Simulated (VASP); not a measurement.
# MgS (Fm-3m) in VASP: further runs, part 2 of 3

VASP 6.6.1. Earlier steps stand in the parts before.

### Step 3. Electric field gradients, PBEsol (volume scaled by 1.04)

The input, INCAR:

```
SYSTEM = MgS
PREC = Accurate ; ENCUT = 520
EDIFF = 1E-8 ; ISMEAR = -1
SIGMA = 0.03 ; LREAL = .False.
LASPH = .True. ; NELM = 100
ALGO = Normal ; ISIF = 2
LWAVE = .False. ; LCHARG = .False.
GGA = PS ; LEFG = .True.
NBANDS = 11
```

The input, KPOINTS:

```
Automatic mesh
0
Gamma
  10 10 10
  0 0 0
```

The input, POSCAR:

```
MgS
1.0
    0.0000000000      2.6358861630      2.6358861630
    2.6358861630      0.0000000000      2.6358861630
    2.6358861630      2.6358861630      0.0000000000
Mg S
1 1
Direct
    0.0000000000      0.0000000000      0.0000000000
    0.5000000000      0.5000000000      0.5000000000
```

Potentials or basis: VASP PAW PBE potentials, release 64 (Mg, S).

Started as:

```bash
> cat potpaw_PBE.64/Mg/POTCAR potpaw_PBE.64/S/POTCAR > POTCAR
> mpirun -np 1 vasp_std > vasp.out
```

OUTCAR:

```text
SYSTEM = MgS
   PREC = Accurate
   ENCUT = 520
   EDIFF = 1E-8
   ISMEAR = -1
   LREAL = .False.
   LASPH = .True.
   NELM = 100
   ISIF = 2
   GGA = PS

 ion  position               nearest neighbor table
   1  0.000  0.000  0.000-   2 2.64   2 2.64   2 2.64   2 2.64   2 2.64   2 2.64
   2  0.500  0.500  0.500-   1 2.64   1 2.64   1 2.64   1 2.64   1 2.64   1 2.64

  LATTYP: Found a face centered cubic cell.
 ALAT       =     5.2717723260

  Lattice vectors:

 A1 = (   0.0000000000,   2.6358861630,   2.6358861630)
 A2 = (   2.6358861630,   0.0000000000,   2.6358861630)
 A3 = (   2.6358861630,   2.6358861630,   0.0000000000)

Analysis of symmetry for initial positions (statically):
=====================================================================
 Subroutine PRICEL returns:
 Original cell was already a primitive cell.

 Routine SETGRP: Setting up the symmetry group for a
 face centered cubic supercell.

 Subroutine GETGRP returns: Found 48 space group operations
 (whereof 48 operations were pure point group operations)
 out of a pool of 48 trial point group operations.

The static configuration has the point symmetry O_h .

Analysis of symmetry for dynamics (positions and initial velocities):
=====================================================================
 Subroutine PRICEL returns:
 Original cell was already a primitive cell.

 Routine SETGRP: Setting up the symmetry group for a
 face centered cubic supercell.

 Subroutine GETGRP returns: Found 48 space group operations
 (whereof 48 operations were pure point group operations)
 out of a pool of 48 trial point group operations.

The dynamic configuration has the point symmetry O_h .

 Subroutine INISYM returns: Found 48 space group operations
 (whereof 48 operations are pure point group operations),
 and found     1 'primitive' translations

----------------------------------------------------------------------------------------

                                     Primitive cell

  volume of cell :      36.6277

  direct lattice vectors                    reciprocal lattice vectors
     0.000000000  2.635886163  2.635886163    -0.189689527  0.189689527  0.189689527
     2.635886163  0.000000000  2.635886163     0.189689527 -0.189689527  0.189689527
     2.635886163  2.635886163  0.000000000     0.189689527  0.189689527 -0.189689527

  length of vectors
     3.727705961  3.727705961  3.727705961     0.328551899  0.328551899  0.328551899

  position of ions in fractional coordinates (direct lattice)
     0.000000000  0.000000000  0.000000000
     0.500000000  0.500000000  0.500000000

  ion indices of the primitive-cell ions
   primitive index   ion index
                 1           1
                 2           2

----------------------------------------------------------------------------------------

 KPOINTS: Automatic mesh

Automatic generation of k-mesh.
 Grid dimensions read from file:
 generate k-points for:   10   10   10
[... 73 lines left out ...]
   TEBEG  =    0.0;   TEEND  =   0.0 temperature during run
   PSTRESS=    0.0 pullay stress
   NELECT =       8.0000    total number of electrons
   NUPDOWN=      -1.0000    fix difference up-down
   EMIN   =  10.00;   EMAX   =-10.00  energy-range for DOS
   EFERMI =   0.00;   METHOD = LEGACY
   ISMEAR =    -1;   SIGMA  =   0.03  broadening in eV -4-tet -1-fermi 0-gaus
   EFERMI_NEDOS =   21; number of points for ismear=-14 and -15
   IALGO  =     38    algorithm
   IMIX   =      4    mixing-type and parameters
     AMIX     =   0.40;   BMIX     =  1.00
     AMIX_MAG =   1.60;   BMIX_MAG =  1.00
  volume/ion in A,a.u.               =      18.31       123.59
  Fermi-wavevector in a.u.,A,eV,Ry     =   0.985904  1.863089 13.224967  0.972008
  Thomas-Fermi vector in A             =   2.117246
   LORBIT       =      0    0 simple, 1 ext, 2 COOP (PROOUT), +10 PAW based schemes
   GGA     = PS    functional components
   LHFCALC =     F    Hartree Fock is set to
   AEXX    =    0.0000 exact exchange contribution
   IVDW    =     0    specifies the selected vdW correction
   LEPSILON=     F    determine dielectric tensor
   LRPA    =     F    only Hartree local field effects (RPA)
 non-spin polarized calculation
  energy-cutoff  :      520.00
  volume of cell :       36.63
 maximum number of plane-waves:       998
   NGX = 13   NGY = 13   NGZ = 13

 number of electron       8.0000001 magnetization

 Free energy of the ion-electron system (eV)
  ---------------------------------------------------
  ext. energy  EPLUGINS =         0.00000000
  ---------------------------------------------------
  free energy    TOTEN  =        -9.05168916 eV

  energy without entropy =       -9.05168916  energy(sigma->0) =       -9.05168916

 E-fermi :   3.9118     XC(G=0):  -9.6755

 val. band max:        3.3321821954   @ k =   0.0000   0.0000   0.0000
 cond. band min:       5.9546011067   @ k =   0.5000   0.5000   0.0000
 fundamental gap:      2.6224189114
 Fermi energy:         3.9117995728

 k-point     1 :       0.0000    0.0000    0.0000
  band No.  band energies     occupation
      1      -9.1322      2.00000
      2       3.3322      2.00000
      3       3.3322      2.00000
      4       3.3322      2.00000
      5       6.6275      0.00000
      6      11.2074      0.00000
      7      11.2074      0.00000
      8      11.2074      0.00000
      9      13.5976      0.00000
     10      13.5976      0.00000
     11      15.5336      0.00000
[... 309 lines left out ...]
 k-point    24 :       0.4000    0.3000    0.0000
  band No.  band energies     occupation
      1      -7.9240      2.00000
      2      -0.1694      2.00000
      3       1.7567      2.00000
      4       2.0209      2.00000
      5       7.1040      0.00000
      6       8.4977      0.00000
      7      12.4411      0.00000
      8      13.6298      0.00000
      9      15.0262      0.00000
     10      16.3976      0.00000
     11      19.5877      0.00000

 [... further k-points ...]
[... 5 lines left out ...]
  --------------------------------------------------------------------------------------
  -------------------------------------------------------------------------------------
  Total       -0.8740485     -0.8740485     -0.8740485      0.0000000      0.0000000     -0.0000000
  in kB      -38.2328036    -38.2328036    -38.2328036      0.0000000      0.0000000     -0.0000000
  external PRESSURE =     -38.2328036 kB  Pullay stress =       0.0000000 kB

 VOLUME and BASIS-vectors are now :
 -----------------------------------------------------------------------------
  energy-cutoff  :      520.00
  volume of cell :       36.63
      direct lattice vectors                 reciprocal lattice vectors
     0.000000000  2.635886163  2.635886163    -0.189689527  0.189689527  0.189689527
     2.635886163  0.000000000  2.635886163     0.189689527 -0.189689527  0.189689527
     2.635886163  2.635886163  0.000000000     0.189689527  0.189689527 -0.189689527

 POSITION                                       TOTAL-FORCE (eV/Angst)
 -----------------------------------------------------------------------------------
      0.00000      0.00000      0.00000         0.000000     -0.000000      0.000000
      2.63589      2.63589      2.63589        -0.000000      0.000000     -0.000000
 -----------------------------------------------------------------------------------
    total drift:                                0.000000      0.000000      0.000000

  FREE ENERGIE OF THE ION-ELECTRON SYSTEM (eV)
  ---------------------------------------------------
  free  energy   TOTEN  =        -9.0516891638 eV

  energy  without entropy=       -9.0516891638  energy(sigma->0) =       -9.05168916

 Electric field gradients (V/A^2)
---------------------------------------------------------------------
 ion       V_xx      V_yy      V_zz      V_xy      V_xz      V_yz
---------------------------------------------------------------------
   1      -0.000     0.000    -0.000    -0.000    -0.000    -0.000
   2      -0.000    -0.000     0.000    -0.000    -0.000    -0.000
---------------------------------------------------------------------

 Electric field gradients after diagonalization (V/A^2)
 (convention: |V_zz| > |V_xx| > |V_yy|)
----------------------------------------------------------------------
 ion       V_xx      V_yy      V_zz     asymmetry (V_yy - V_xx)/ V_zz
----------------------------------------------------------------------
   1       0.000     0.000    -0.000       0.000
   2       0.000     0.000    -0.001       0.000
----------------------------------------------------------------------

           NMR quadrupolar parameters

 Cq : quadrupolar parameter    Cq=e*Q*V_zz/h
 eta: asymmetry parameters     (V_yy - V_xx)/ V_zz
 Q  : nuclear electric quadrupole moment in mb (millibarn)
----------------------------------------------------------------------
 ion       Cq(MHz)       eta       Q (mb)
----------------------------------------------------------------------
   1      -0.000       0.000       1.000
   2      -0.000       0.000       1.000
----------------------------------------------------------------------
```

OSZICAR:

```text
N       E                     dE             d eps       ncg     rms          rms(c)
DAV:   1     0.198071303051E+02    0.19807E+02   -0.34930E+03  1090   0.581E+02
DAV:   2    -0.808723307536E+01   -0.27894E+02   -0.26491E+02  1281   0.101E+02
DAV:   3    -0.942824040236E+01   -0.13410E+01   -0.13388E+01  1277   0.227E+01
DAV:   4    -0.943658649960E+01   -0.83461E-02   -0.83454E-02  1222   0.216E+00
DAV:   5    -0.943665766446E+01   -0.71165E-04   -0.71164E-04  1287   0.198E-01    0.395E+00
DAV:   6    -0.909645761056E+01    0.34020E+00   -0.74312E-01  1169   0.328E+00    0.296E+00
DAV:   7    -0.905508195961E+01    0.41376E-01   -0.18404E-01  1232   0.179E+00    0.186E+00
DAV:   8    -0.905196065325E+01    0.31213E-02   -0.11421E-02  1154   0.613E-01    0.735E-01
DAV:   9    -0.905170415998E+01    0.25649E-03   -0.58299E-04  1178   0.130E-01    0.328E-01
DAV:  10    -0.905168867848E+01    0.15481E-04   -0.17252E-04  1205   0.576E-02    0.105E-02
DAV:  11    -0.905168949939E+01   -0.82091E-06   -0.18506E-06  1227   0.867E-03    0.190E-02
DAV:  12    -0.905168927991E+01    0.21948E-06   -0.19182E-07  1230   0.232E-03    0.508E-03
DAV:  13    -0.905168916177E+01    0.11814E-06   -0.11141E-07  1199   0.138E-03    0.209E-04
DAV:  14    -0.905168916381E+01   -0.20390E-08   -0.12222E-09   673   0.226E-04
   1 F= -.90516892E+01 E0= -.90516892E+01  d E =-.368340E-10
```

stdout:

```text
POSCAR found type information on POSCAR MgS
 POSCAR found :  2 types and       2 ions
 scaLAPACK will be used
 -----------------------------------------------------------------------------
|                                                                             |
|                                                                             |
|     You enforced a specific xc type in the INCAR file but a different       |
|     I HOPE YOU KNOW WHAT YOU ARE DOING!                                     |
|                                                                             |
 -----------------------------------------------------------------------------

 LDA part: xc-table for (Slater+PW92), standard interpolation
 POSCAR, INCAR and KPOINTS ok, starting setup
 FFT: planning ... GRIDC
 FFT: planning ... GRID_SOFT
 FFT: planning ... GRID
 WAVECAR not read
 entering main loop
ion   1

ion   2
```

Wall time 46 s (1 thread of AMD EPYC 7R13, shared host); peak memory 0.14 GiB.

What came out:

```yaml
Free_energy: -9.0517 eV
Pressure: -3.8 GPa
Band_gap_on_the_k_mesh: 2.62 eV, indirect (least direct gap 3.30 eV)
```

Caveat: without QUAD_EFG the Cq values of the log hold for a quadrupole moment of 1 mb, not for the nuclei; the PAW data sets were made with another functional, which shifts forces and pressure a little.

### Step 4. Electric field gradients, PBEsol (volume scaled by 1.04)

The input, INCAR:

```
  ALGO = Normal
  EDIFF = 1E-8
  ENCUT = 520
  GGA = PS
  ISIF = 2
  ISMEAR = -1
  LASPH = T
  LCHARG = F
  LEFG = T
  LREAL = F
  LWAVE = F
  NBANDS = 11
  NELM = 80
  PREC = Accurate
  SIGMA = 0.03
```

The input, KPOINTS:

```
k-points
0
Gamma
  10 10 10
```

POSCAR is that of step 3.

Potentials or basis: VASP PAW PBE potentials, release 64 (Mg, S).

Started as:

```bash
> cat potpaw_PBE.64/Mg/POTCAR potpaw_PBE.64/S/POTCAR > POTCAR
> mpirun -np 1 vasp_std > vasp.out
```

OUTCAR:

```text
EDIFF = 1E-8
   ENCUT = 520
   GGA = PS
   ISIF = 2
   ISMEAR = -1
   LASPH = T
   LREAL = F
   NELM = 80
   PREC = Accurate

 ion  position               nearest neighbor table
   1  0.000  0.000  0.000-   2 2.64   2 2.64   2 2.64   2 2.64   2 2.64   2 2.64
   2  0.500  0.500  0.500-   1 2.64   1 2.64   1 2.64   1 2.64   1 2.64   1 2.64

  LATTYP: Found a face centered cubic cell.
 ALAT       =     5.2717723260

  Lattice vectors:

 A1 = (   0.0000000000,   2.6358861630,   2.6358861630)
 A2 = (   2.6358861630,   0.0000000000,   2.6358861630)
 A3 = (   2.6358861630,   2.6358861630,   0.0000000000)

Analysis of symmetry for initial positions (statically):
=====================================================================
 Subroutine PRICEL returns:
 Original cell was already a primitive cell.

 Routine SETGRP: Setting up the symmetry group for a
 face centered cubic supercell.

 Subroutine GETGRP returns: Found 48 space group operations
[... 522 lines left out ...]
  volume of cell :       36.63
      direct lattice vectors                 reciprocal lattice vectors
     0.000000000  2.635886163  2.635886163    -0.189689527  0.189689527  0.189689527
     2.635886163  0.000000000  2.635886163     0.189689527 -0.189689527  0.189689527
     2.635886163  2.635886163  0.000000000     0.189689527  0.189689527 -0.189689527

 POSITION                                       TOTAL-FORCE (eV/Angst)
 -----------------------------------------------------------------------------------
      0.00000      0.00000      0.00000         0.000000     -0.000000      0.000000
      2.63589      2.63589      2.63589        -0.000000      0.000000     -0.000000
 -----------------------------------------------------------------------------------
    total drift:                                0.000000      0.000000      0.000000

  FREE ENERGIE OF THE ION-ELECTRON SYSTEM (eV)
  ---------------------------------------------------
  free  energy   TOTEN  =        -9.0516891638 eV

  energy  without entropy=       -9.0516891638  energy(sigma->0) =       -9.05168916

 Electric field gradients (V/A^2)
---------------------------------------------------------------------
 ion       V_xx      V_yy      V_zz      V_xy      V_xz      V_yz
---------------------------------------------------------------------
   1      -0.000     0.000    -0.000    -0.000    -0.000    -0.000
   2      -0.000    -0.000     0.000    -0.000    -0.000    -0.000
---------------------------------------------------------------------

 Electric field gradients after diagonalization (V/A^2)
 (convention: |V_zz| > |V_xx| > |V_yy|)
----------------------------------------------------------------------
 ion       V_xx      V_yy      V_zz     asymmetry (V_yy - V_xx)/ V_zz
----------------------------------------------------------------------
   1       0.000     0.000    -0.000       0.000
   2       0.000     0.000    -0.001       0.000
----------------------------------------------------------------------

           NMR quadrupolar parameters

 Cq : quadrupolar parameter    Cq=e*Q*V_zz/h
 eta: asymmetry parameters     (V_yy - V_xx)/ V_zz
 Q  : nuclear electric quadrupole moment in mb (millibarn)
----------------------------------------------------------------------
 ion       Cq(MHz)       eta       Q (mb)
----------------------------------------------------------------------
   1      -0.000       0.000       1.000
   2      -0.000       0.000       1.000
----------------------------------------------------------------------
```

OSZICAR:

```text
N       E                     dE             d eps       ncg     rms          rms(c)
DAV:   1     0.198071303051E+02    0.19807E+02   -0.34930E+03  1090   0.581E+02
DAV:   2    -0.808723307536E+01   -0.27894E+02   -0.26491E+02  1281   0.101E+02
DAV:   3    -0.942824040236E+01   -0.13410E+01   -0.13388E+01  1277   0.227E+01
DAV:   4    -0.943658649960E+01   -0.83461E-02   -0.83454E-02  1222   0.216E+00
DAV:   5    -0.943665766446E+01   -0.71165E-04   -0.71164E-04  1287   0.198E-01    0.395E+00
DAV:   6    -0.909645761056E+01    0.34020E+00   -0.74312E-01  1169   0.328E+00    0.296E+00
DAV:   7    -0.905508195961E+01    0.41376E-01   -0.18404E-01  1232   0.179E+00    0.186E+00
DAV:   8    -0.905196065325E+01    0.31213E-02   -0.11421E-02  1154   0.613E-01    0.735E-01
DAV:   9    -0.905170415998E+01    0.25649E-03   -0.58299E-04  1178   0.130E-01    0.328E-01
DAV:  10    -0.905168867848E+01    0.15481E-04   -0.17252E-04  1205   0.576E-02    0.105E-02
DAV:  11    -0.905168949939E+01   -0.82091E-06   -0.18506E-06  1227   0.867E-03    0.190E-02
DAV:  12    -0.905168927991E+01    0.21948E-06   -0.19182E-07  1230   0.232E-03    0.508E-03
DAV:  13    -0.905168916177E+01    0.11814E-06   -0.11141E-07  1199   0.138E-03    0.209E-04
DAV:  14    -0.905168916381E+01   -0.20390E-08   -0.12222E-09   673   0.226E-04
   1 F= -.90516892E+01 E0= -.90516892E+01  d E =-.368340E-10
```

stdout:

```text
POSCAR found type information on POSCAR MgS
 POSCAR found :  2 types and       2 ions
 scaLAPACK will be used
 -----------------------------------------------------------------------------
|                                                                             |
|                                                                             |
|     You enforced a specific xc type in the INCAR file but a different       |
|     I HOPE YOU KNOW WHAT YOU ARE DOING!                                     |
|                                                                             |
 -----------------------------------------------------------------------------

 LDA part: xc-table for (Slater+PW92), standard interpolation
 POSCAR, INCAR and KPOINTS ok, starting setup
 FFT: planning ... GRIDC
 FFT: planning ... GRID_SOFT
 FFT: planning ... GRID
 WAVECAR not read
 entering main loop
ion   1

ion   2
```

It took 47 s on 1 thread of AMD EPYC 7R13, shared host; peak memory 0.14 GiB.

What came out:

| Quantity | Value |
| --- | --- |
| Free energy | -9.0517 eV |
| Pressure | -3.8 GPa |
| Band gap on the k mesh | 2.62 eV, indirect (least direct gap 3.30 eV) |

Levels at points of the mesh, in eV from the valence-band top:
```
           k point  band 2  band 3  band 4  band 5  band 6  band 7
(0.00, 0.00, 0.00)    0.00    0.00    0.00    3.30    7.88    7.88
(0.50, 0.00, 0.00)   -4.69   -0.56   -0.56    4.34    6.78    6.78
(0.50, 0.50, 0.00)   -4.06   -1.62   -1.62    2.62    4.36   11.49
```

Caveat: without QUAD_EFG the Cq values of the log hold for a quadrupole moment of 1 mb, not for the nuclei; the PAW data sets were made with another functional, which shifts forces and pressure a little. A k mesh can miss the band edges.

(Part 2 of 3 ends here.)
